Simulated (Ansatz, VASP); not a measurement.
SnSe: VASP beside Ansatz

```
CELL_PARAMETERS angstrom
0.00000 3.01000 3.01000
3.01000 0.00000 3.01000
3.01000 3.01000 0.00000
ATOMIC_POSITIONS crystal
Sn 0.00000 0.00000 0.00000
Se 0.50000 0.50000 0.50000
```

Alike in both runs: task single point; functional LDA; k mesh 6 × 6 × 6; occupations methfessel-paxton of order 1, width 0.02 eV; no spin polarisation.

|  | VASP | Ansatz |
| --- | --- | --- |
| version | VASP 6.6.1 | Ansatz 0.2.0 |
| potentials or method | VASP PAW LDA potentials, release 64 (Sn_d, Se), cutoff 500 eV | plane waves, PAW |
| valence electrons in the cell | 20 | 30 |

|  | VASP | Ansatz | Ansatz less VASP |
| --- | --- | --- | --- |
| pressure (GPa) | -3.6 | -3.7 | -0.09 |

LDA's correlation is that of Perdew and Zunger in VASP and of Perdew and Wang (1992) in Ansatz. VASP's potentials hold 20 valence electrons a cell and Ansatz's 30, so a difference there can come from the potentials and not from the codes.
